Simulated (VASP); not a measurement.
Wanted: the native input for a VASP 6.6.1 run.

* Task: single point
* Functional: PBE
* Potentials or basis: VASP PAW PBE potentials, release 64 (Be, Os_sv_GW, C)
* Cutoff: 700 eV
* k mesh: 12 × 12 × 8
* Occupations: gaussian, width 0.1 eV
* Spin: no spin polarisation
* Dipole correction: no
* Further INCAR settings: ALGO = Normal; EDIFF = 1e-06; NBANDS = 24

The structure of Be3OsC2 lies in POSCAR:

```
Be3OsC2
1.0
    4.5924206111      0.0000000000      0.0000000000
   -2.2962103055      3.9771529141      0.0000000000
    0.0000000000      0.0000000000      5.1649240426
Be Os C
3 1 2
Direct
    0.5000000000      0.0000000000      0.5000000000
    0.0000000000      0.5000000000      0.5000000000
    0.5000000000      0.5000000000      0.5000000000
    0.0000000000      0.0000000000      0.5000000000
    0.0000000000      0.0000000000      0.1264066735
    0.0000000000      0.0000000000      0.8735933265
```

The cell was generated, and may not be a known phase.

These files were run (other wordings do the same):

INCAR

```
SYSTEM = Be3OsC2
ALGO = Normal ; EDIFF = 1E-6
ENCUT = 700 ; GGA = PE
GGA_COMPAT = .FALSE. ; ISIF = 2
ISMEAR = 0 ; LASPH = .TRUE.
LCHARG = .FALSE. ; LREAL = .FALSE.
LWAVE = .FALSE. ; NBANDS = 24
NELM = 120 ; PREC = Accurate
SIGMA = 0.1
```

KPOINTS

```
k-points
0
G
  12 12 8
  0 0 0
```

Potentials or basis: VASP PAW PBE potentials, release 64 (Be, Os_sv_GW, C).

Command:

```bash
$ cat potpaw_PBE.64/Be/POTCAR potpaw_PBE.64/Os_sv_GW/POTCAR potpaw_PBE.64/C/POTCAR > POTCAR
$ mpirun -np 1 vasp_std > vasp.out
```

It gave:

```yaml
Pressure: -0.1 GPa
Largest_force: 0.059 eV/Å
Band_gap_on_the_k_mesh: zero (bands 15 and 16 overlap by 1.56 eV)
```

Caveat: spin-orbit coupling is left out, which moves the levels of the heavy elements.

It took 4.2 min on 1 thread of Intel(R) Xeon(R) Platinum 8488C (Sapphire Rapids), with other jobs on the host, peak memory 0.5 GiB.
